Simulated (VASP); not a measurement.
A run of VASP 6.6.1 is set up as follows.

Contents of INCAR:

```
SYSTEM = Sb
ALGO     = Normal         ! electronic algorithm
DIPOL    = 0.5 0.5 0.494
EDIFF    = 1E-6           ! SCF threshold, eV
ENCUT    = 520            ! plane-wave cutoff, eV
GGA      = PS             ! functional
IDIPOL   = 3            
ISIF     = 2              ! what is computed and relaxed
ISMEAR   = -1             ! smearing method
LASPH    = .TRUE.         ! aspherical terms in the spheres
LCHARG   = .FALSE.        ! write CHGCAR
LDIPOL   = .TRUE.       
LREAL    = .FALSE.        ! projectors in reciprocal space
LWAVE    = .FALSE.        ! write WAVECAR
NBANDS   = 20             ! bands
NELM     = 100            ! most SCF steps
PREC     = Accurate       ! precision mode
SIGMA    = 0.05           ! smearing width, eV
```

File KPOINTS:

```
k-points
0
G
  8 6 1
  0 0 0
```

POSCAR

```
Sb
1.0
    3.1600000000      0.0000000000      0.0000000000
    0.0000000000      4.4689148571      0.0000000000
    0.0000000000      0.0000000000     23.9378297142
Sb
5
Direct
    0.0000000000      0.5000000000      0.3133116114
    0.0000000000      0.0000000000      0.4066558057
    0.0000000000      0.5000000000      0.4933211501
    0.0000000000      0.0000000000      0.5885911164
    0.0000000000      0.5000000000      0.6684895085
```

Potentials or basis: VASP PAW PBE potentials, release 64 (Sb).

Command:

```sh
$ cat potpaw_PBE.64/Sb/POTCAR > POTCAR
$ mpirun -np 1 vasp_std > vasp.out
```

(1) What does it give for the largest force?

## Answers

(1) 0.744 eV/Å.

Caveat: the PAW data sets were made with another functional, which shifts forces and pressure a little.
